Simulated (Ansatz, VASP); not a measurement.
**Sr: VASP beside Ansatz**

```
Sr
1.0
     8.60227    0.00000    0.00000
    -4.30114    7.44979    0.00000
     0.00000    0.00000   30.85000
Sr
8
Direct
  0.16667 0.33333 0.23857
  0.16667 0.83333 0.23857
  0.66667 0.33333 0.23857
  0.66667 0.83333 0.23857
  0.33333 0.16667 0.34490
  0.33333 0.66667 0.34490
  0.83333 0.16667 0.34490
  0.83333 0.66667 0.34490
```

Alike in both runs: task single point; functional PBE; k mesh 3 × 3 × 1; occupations gaussian, width 0.2 eV; no spin polarisation.

|  | VASP | Ansatz |
| --- | --- | --- |
| version | VASP 6.6.1 | Ansatz 0.2.0 |
| potentials or method | VASP PAW PBE potentials, release 64 (Sr_sv), cutoff 520 eV | scalar-relativistic, plane waves, PAW |
| valence electrons in the cell | 80 | 80 |

|  | VASP | Ansatz | Ansatz less VASP |
| --- | --- | --- | --- |
| gap on the k mesh at the Fermi level (eV) | none | none | - |
| rms of the force components (eV/Å) | 0.004 | 0.005 | +0.0010 |

Atom by atom the forces differ by 0.001 eV/Å (rms over components). A gap of «none» marks a metal or a gap that the smearing closes. With one functional, cell and mesh, what is left measures potentials, basis and numerics.
